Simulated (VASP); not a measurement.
GaP:

```
CELL_PARAMETERS angstrom
0.00000 2.72525 2.72525
2.72525 0.00000 2.72525
2.72525 2.72525 0.00000
ATOMIC_POSITIONS crystal
Ga 0.00000 0.00000 0.00000
P 0.25000 0.25000 0.25000
```

```yaml
Program: VASP 6.6.1
Task: relaxation of cell and atoms
Functional: PBE
Potentials_or_basis: VASP PAW PBE potentials, release 64 (Ga_d, P)
Cutoff: 500 eV
k_mesh: 8 × 8 × 8
Occupations: gaussian, width 0.02 eV
Spin: no spin polarisation
```

At the start: pressure 2.5 GPa; volume 20.24 Å³/atom.

Task: Where does the relaxation end?

Result: Over 3 steps the energy falls by 4.6 meV/atom and the volume is 20.86 Å³/atom (+3.0 %); space group F-43m (No. 216, to 0.1 Å) before and after.

The path:
```
step  energy change (eV)  largest force (eV/Å)  pressure (GPa)  volume (Å³)
   1              0.0000                0.0000            2.47        40.48
   2             -0.0070                0.0000           -1.09        42.34
   3             -0.0092                0.0000            0.00        41.71
```

Final structure:
```
Ga P
1.0
     0.00000    2.75259    2.75259
     2.75259    0.00000    2.75259
     2.75259    2.75259    0.00000
Ga P
1 1
Direct
  0.00000 0.00000 0.00000
  0.25000 0.25000 0.25000
```
